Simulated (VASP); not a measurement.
Runs of VASP 6.6.1 on CaSe. The structure is that of space group Fm-3m (No. 225), or close to it. The cells are those of the table. 

```tsv
task	level	cell	k mesh	cutoff (eV)	grid for exact exchange (PRECFOCK)	share of exact exchange	screening parameter	gap on the mesh (eV)	pressure (GPa)
single point	PBE	a = 3.782 Å, angles 60.0°, 2 atoms	8 × 8 × 8	520	-	-	-	0.95	30.6
relaxation of cell and atoms	PBE	relaxed to 20 GPa from a = 4.180 Å, angles 60.0°, 2 atoms	8 × 8 × 8	600	-	-	-	1.29	20.0
relaxation of cell and atoms	PBE	relaxed to 5 GPa from a = 4.180 Å, angles 60.0°, 2 atoms	8 × 8 × 8	600	-	-	-	(a)	5.0
single point	PBE	a = 4.213 Å, angles 60.0°, 2 atoms	8 × 8 × 8	520	-	-	-	2.07	(c)
single point	HSE06	a = 4.262 Å, angles 60.0°, 2 atoms	6 × 6 × 6	520	Normal	0.25	0.2079 1/Å	3.12	(b)
```

Alike in all rows: potentials or basis VASP PAW PBE potentials, release 64 (Se, Ca_sv); no spin polarisation; smearing fermi-dirac 0.05 eV.

Estimate the missing entries.

(a) 1.86; (b) -2.0; (c) 0.1.

Caveats: the cell is relaxed towards a set pressure, so the run minimises the enthalpy, not the energy (at least some runs); the cell stands under pressure (at least some runs); the PAW data sets were made with another functional, which shifts forces and pressure a little (at least some runs).

A k mesh can miss the band edges, and the runs leave out spin-orbit coupling on Se.
